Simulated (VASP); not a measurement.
# MgO (P-6m2) in VASP: notebook, part 2 of 2

VASP 6.6.1. Earlier steps stand in the parts before.

### 4 Single point, RPBE+D3(BJ)

INCAR reads:

```
SYSTEM = MgO
ALGO     = Normal         ! electronic algorithm
EDIFF    = 1E-6           ! SCF threshold, eV
ENCUT    = 520            ! plane-wave cutoff, eV
GGA      = RP             ! functional
ISIF     = 2              ! what is computed and relaxed
ISMEAR   = 0              ! smearing method
IVDW     = 12             ! dispersion correction
LASPH    = .True.         ! aspherical terms in the spheres
LCHARG   = .False.        ! write CHGCAR
LREAL    = .False.        ! projectors in reciprocal space
LWAVE    = .False.        ! write WAVECAR
NBANDS   = 11             ! bands
NELM     = 60             ! most SCF steps
PREC     = Accurate       ! precision mode
SIGMA    = 0.05           ! smearing width, eV
```

KPOINTS reads:

```
k-points
0
Gamma
  10 10 10
  0 0 0
```

POSCAR reads:

```
MgO
1.0
    2.9380209034      0.0000000000      0.0000000000
   -1.4690104517      2.5444007392      0.0000000000
    0.0000000000      0.0000000000      2.6796800000
Mg O
1 1
Direct
    0.0000000000      0.0000000000      0.0000000000
    0.3333333333      0.6666666667      0.5000000000
```

Potentials or basis: VASP PAW PBE potentials, release 64 (Mg, O).

Run with:

```console
cat potpaw_PBE.64/Mg/POTCAR potpaw_PBE.64/O/POTCAR > POTCAR
mpirun -np 1 vasp_std > vasp.out
```

OUTCAR:

```text
SYSTEM = MgO
   EDIFF = 1E-6
   ENCUT = 520
   GGA = RP
   ISIF = 2
   ISMEAR = 0
   IVDW = 12
   LASPH = .True.
   LREAL = .False.
   NELM = 60
   PREC = Accurate
 IVDW          = 12

 ion  position               nearest neighbor table
   1  0.000  0.000  0.000-   2 2.16   2 2.16   2 2.16   2 2.16   2 2.16   2 2.16
   2  0.333  0.667  0.500-   1 2.16   1 2.16   1 2.16   1 2.16   1 2.16   1 2.16

  LATTYP: Found a hexagonal cell.
 ALAT       =     2.9380209034
 C/A-ratio  =     0.9120697531

  Lattice vectors:

 A1 = (   2.9380209034,   0.0000000000,   0.0000000000)
 A2 = (  -1.4690104517,   2.5444007392,   0.0000000000)
 A3 = (   0.0000000000,   0.0000000000,   2.6796800000)

Analysis of symmetry for initial positions (statically):
=====================================================================
 Subroutine PRICEL returns:
 Original cell was already a primitive cell.

 Routine SETGRP: Setting up the symmetry group for a
 hexagonal supercell.

 Subroutine GETGRP returns: Found 12 space group operations
 (whereof 12 operations were pure point group operations)
 out of a pool of 24 trial point group operations.

The static configuration has the point symmetry D_3h.

Analysis of symmetry for dynamics (positions and initial velocities):
=====================================================================
 Subroutine PRICEL returns:
 Original cell was already a primitive cell.

 Routine SETGRP: Setting up the symmetry group for a
 hexagonal supercell.

 Subroutine GETGRP returns: Found 12 space group operations
 (whereof 12 operations were pure point group operations)
 out of a pool of 24 trial point group operations.

The dynamic configuration has the point symmetry D_3h.

 Subroutine INISYM returns: Found 12 space group operations
 (whereof 12 operations are pure point group operations),
 and found     1 'primitive' translations

----------------------------------------------------------------------------------------

                                     Primitive cell

  volume of cell :      20.0320

  direct lattice vectors                    reciprocal lattice vectors
     2.938020903  0.000000000  0.000000000     0.340365175  0.196509926  0.000000000
    -1.469010452  2.544400739  0.000000000     0.000000000  0.393019851  0.000000000
     0.000000000  0.000000000  2.679680000     0.000000000  0.000000000  0.373178887

  length of vectors
     2.938020903  2.938020903  2.679680000     0.393019851  0.393019851  0.373178887

  position of ions in fractional coordinates (direct lattice)
     0.000000000  0.000000000  0.000000000
     0.333333333  0.666666667  0.500000000

  ion indices of the primitive-cell ions
   primitive index   ion index
                 1           1
                 2           2

----------------------------------------------------------------------------------------

 KPOINTS: k-points

Automatic generation of k-mesh.
 Grid dimensions read from file:
 generate k-points for:   10   10   10

 Generating k-lattice:

  Cartesian coordinates                     Fractional coordinates (reciprocal lattice)
[... 22 lines left out ...]
  0.500000  0.000000  0.000000      3.000000
[... 16 lines left out ...]
  0.300000  0.100000  0.100000     24.000000
  0.400000  0.100000  0.100000     24.000000
 [... further k-points ...]
   k-points           NKPTS =     84   k-points in BZ     NKDIM =     84   number of bands    NBANDS=     11
   number of dos      NEDOS =    301   number of ions     NIONS =      2
   total plane-waves  NPLWV =  11520
   dimension x,y,z NGX =    24 NGY =   24 NGZ =   20
   dimension x,y,z NGXF=    48 NGYF=   48 NGZF=   40
   ions per type =               1   1
   NGX,Y,Z   is equivalent  to a cutoff of  13.58, 13.58, 12.41 a.u.
   NGXF,Y,Z  is equivalent  to a cutoff of  27.16, 27.16, 24.82 a.u.
 SYSTEM =  MgO
   PREC   = accura    normal or accurate (medium, high low for compatibility)
   ISTART =      0    job   : 0-new  1-cont  2-samecut
   ICHARG =      2    charge: 1-file 2-atom 10-const
   ISPIN  =      1    spin polarized calculation?
   LNONCOLLINEAR =      F non collinear calculations
   LSORBIT =      F    spin-orbit coupling
   LASPH  =      T    aspherical Exc in radial PAW
   ENCUT  =  520.0 eV  38.22 Ry    6.18 a.u.   5.46  5.46  4.98*2*pi/ulx,y,z
   NELM   =     60;   NELMIN=  2; NELMDL= -5     # of ELM steps
   EDIFF  = 0.1E-05   stopping-criterion for ELM
   LREAL  =      F    real-space projection
   EDIFFG = 0.1E-04   stopping-criterion for IOM
   NSW    =      0    number of steps for IOM
   IBRION =     -1    ionic relax: 0-MD 1-quasi-New 2-CG
   NFREE  =      0    steps in history (QN), initial steepest desc. (CG)
   ISIF   =      2    stress and relaxation
   ISYM   =      2    0-nonsym 1-usesym 2-fastsym
   POTIM  = 0.5000    time-step for ionic-motion
   TEBEG  =    0.0;   TEEND  =   0.0 temperature during run
   PSTRESS=    0.0 pullay stress
   NELECT =       8.0000    total number of electrons
   NUPDOWN=      -1.0000    fix difference up-down
   EMIN   =  10.00;   EMAX   =-10.00  energy-range for DOS
   EFERMI =   0.00;   METHOD = LEGACY
   ISMEAR =     0;   SIGMA  =   0.05  broadening in eV -4-tet -1-fermi 0-gaus
   EFERMI_NEDOS =   21; number of points for ismear=-14 and -15
   IALGO  =     38    algorithm
   IMIX   =      4    mixing-type and parameters
     AMIX     =   0.40;   BMIX     =  1.00
     AMIX_MAG =   1.60;   BMIX_MAG =  1.00
  volume/ion in A,a.u.               =      10.02        67.59
  Fermi-wavevector in a.u.,A,eV,Ry     =   1.205583  2.278221 19.775115  1.453430
  Thomas-Fermi vector in A             =   2.341275
   LORBIT       =      0    0 simple, 1 ext, 2 COOP (PROOUT), +10 PAW based schemes
   GGA     = RP    functional components
   LHFCALC =     F    Hartree Fock is set to
   AEXX    =    0.0000 exact exchange contribution
   IVDW    =    12    specifies the selected vdW correction
   LEPSILON=     F    determine dielectric tensor
   LRPA    =     F    only Hartree local field effects (RPA)
 non-spin polarized calculation
 Gauss-broadening in eV      SIGMA  =   0.05
  energy-cutoff  :      520.00
  volume of cell :       20.03
 maximum number of plane-waves:       562
 NGX is ok and might be reduce to    24
   NGX = 11   NGY = 11   NGZ =  9

 number of electron       7.9999996 magnetization

 Free energy of the ion-electron system (eV)
  ---------------------------------------------------
  ext. energy  EPLUGINS =         0.00000000
  ---------------------------------------------------
  free energy    TOTEN  =       -10.57068154 eV

  energy without entropy =      -10.57068154  energy(sigma->0) =      -10.57068154

 E-fermi :   3.7595     XC(G=0): -10.5067

 val. band max:        3.4643161297   @ k =   0.3000   0.3000   0.0000
 cond. band min:       6.5667979644   @ k =   0.0000   0.0000   0.0000
 fundamental gap:      3.1024818347
 Fermi energy:         3.7594582279

 k-point     1 :       0.0000    0.0000    0.0000
  band No.  band energies     occupation
      1     -14.0429      2.00000
      2       2.8676      2.00000
      3       2.8676      2.00000
      4       3.0724      2.00000
      5       6.5668      0.00000
      6      15.4480      0.00000
      7      19.1767      0.00000
      8      19.1767      0.00000
      9      23.4085      0.00000
     10      24.5165      0.00000
     11      26.1346      0.00000
[... 309 lines left out ...]
 k-point    24 :       0.4000    0.1000    0.1000
  band No.  band energies     occupation
      1     -12.9686      2.00000
      2      -1.0694      2.00000
      3       1.8560      2.00000
      4       2.9836      2.00000
      5      10.6727      0.00000
      6      14.0368      0.00000
      7      17.0205      0.00000
      8      20.8703      0.00000
      9      21.5208      0.00000
     10      26.1560      0.00000
     11      27.4339      0.00000

 [... further k-points ...]

------------------------ aborting loop because EDIFF is reached ----------------------------------------

 Edisp (eV)   -2.35330

 E8    (eV) :    -1.4060

  FORCE on cell =-STRESS in cart. coord.  units (eV):
  Direction    XX          YY          ZZ          XY          YZ          ZX
  --------------------------------------------------------------------------------------
  -------------------------------------------------------------------------------------
  Total      -2.40032    -2.40032    -2.05707    -0.00000     0.00000     0.00000
  in kB    -191.97978  -191.97978  -164.52630    -0.00000     0.00000     0.00000
  external pressure =     -182.83 kB  Pullay stress =        0.00 kB

 VOLUME and BASIS-vectors are now :
 -----------------------------------------------------------------------------
  energy-cutoff  :      520.00
  volume of cell :       20.03
      direct lattice vectors                 reciprocal lattice vectors
     2.938020903  0.000000000  0.000000000     0.340365175  0.196509926  0.000000000
    -1.469010452  2.544400739  0.000000000     0.000000000  0.393019851  0.000000000
     0.000000000  0.000000000  2.679680000     0.000000000  0.000000000  0.373178887

 POSITION                                       TOTAL-FORCE (eV/Angst)
 -----------------------------------------------------------------------------------
      0.00000      0.00000      0.00000         0.000000     -0.000000      0.000000
     -0.00000      1.69627      1.33984        -0.000000      0.000000      0.000000
 -----------------------------------------------------------------------------------
    total drift:                                0.000000     -0.000000     -0.000000

  FREE ENERGIE OF THE ION-ELECTRON SYSTEM (eV)
  ---------------------------------------------------
  free  energy   TOTEN  =       -12.9239844796 eV

  energy  without entropy=      -12.9239844796  energy(sigma->0) =      -12.92398448
```

Run time: 11 s. Hardware: 1 thread of Intel Xeon 6975P-C, shared host; peak memory 0.16 GiB.

What came out:

| Quantity | Value |
| --- | --- |
| Free energy | -12.9240 eV |
| Pressure | -18.3 GPa |
| Band gap on the k mesh | 3.10 eV, indirect (least direct gap 3.49 eV) |
| Dispersion energy per atom | -1.177 eV |

Caveat: the PAW data sets were made with another functional, which shifts forces and pressure a little.

### 5 The runs side by side

| level | potentials or basis | smearing | gap on the mesh (eV) | pressure (GPa) |
| --- | --- | --- | --- | --- |
| LDA | VASP PAW LDA potentials, release 64 (Mg, O) | gaussian 0.05 eV | 2.95 | -11.0 |
| PBEsol+D3(BJ) | VASP PAW PBE potentials, release 64 (Mg, O) | fermi-dirac 0.05 eV | 2.93 | -8.2 |
| RPBE+D3(BJ) | VASP PAW PBE potentials, release 64 (Mg, O) | gaussian 0.05 eV | 3.10 | -18.3 |

Alike in all rows: task single point; no spin polarisation; cell as given; k mesh 10 × 10 × 10; cutoff (eV) 520.

Caveats: the PAW data sets were made with another functional, which shifts forces and pressure a little (some runs).

Absolute energies hang on the potentials; compare differences alone.
